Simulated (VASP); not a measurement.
# Hg: single point with revPBE+D4

Crystal: Hg.

```
Hg
1.0
     3.46181    0.00000    0.00000
    -1.73090    2.99802    0.00000
     0.00000    0.00000    5.48755
Hg
2
Cartesian
  0.0000 1.9987 1.3719
  1.7309 0.9993 4.1157
```

```
Program             : VASP 6.6.1
Task                : single point
Functional          : revPBE
Dispersion          : D4
Potentials or basis : VASP PAW PBE potentials, release 64 (Hg)
Cutoff              : 520 eV
k mesh              : 9 × 9 × 5
Occupations         : methfessel-paxton, width 0.1 eV
Spin                : no spin polarisation
```

```yaml
Pressure: -0.3 GPa
Band_gap_on_the_k_mesh: zero (band 12 reaches 1.13 eV, above the bottom of band 13 at 0.85 eV)
Dispersion_energy_per_atom: -0.616 eV
```

Stress tensor (GPa, compression positive):
```
-0.40  0.00  0.00
 0.00 -0.40  0.00
 0.00  0.00 -0.19
```

Levels at points of the mesh, in eV from the Fermi level:
```csv
k point,band 8,band 9,band 10,band 11,band 12,band 13,band 14,band 15,band 16,band 17
"(0.00, 0.00, 0.00)",-5.90,-5.90,-5.39,-5.39,-1.29,-0.31,11.04,11.04,12.77,13.20
```

Wall time 30 s on 1 thread of Intel Xeon 6975P-C, on a shared host, peak memory 0.19 GiB.

Caveat: the PAW data sets were made with another functional, which shifts forces and pressure a little; spin-orbit coupling is left out, which moves the levels of the heavy elements; pairwise dispersion overbinds metals, which lowers pressure and volume.
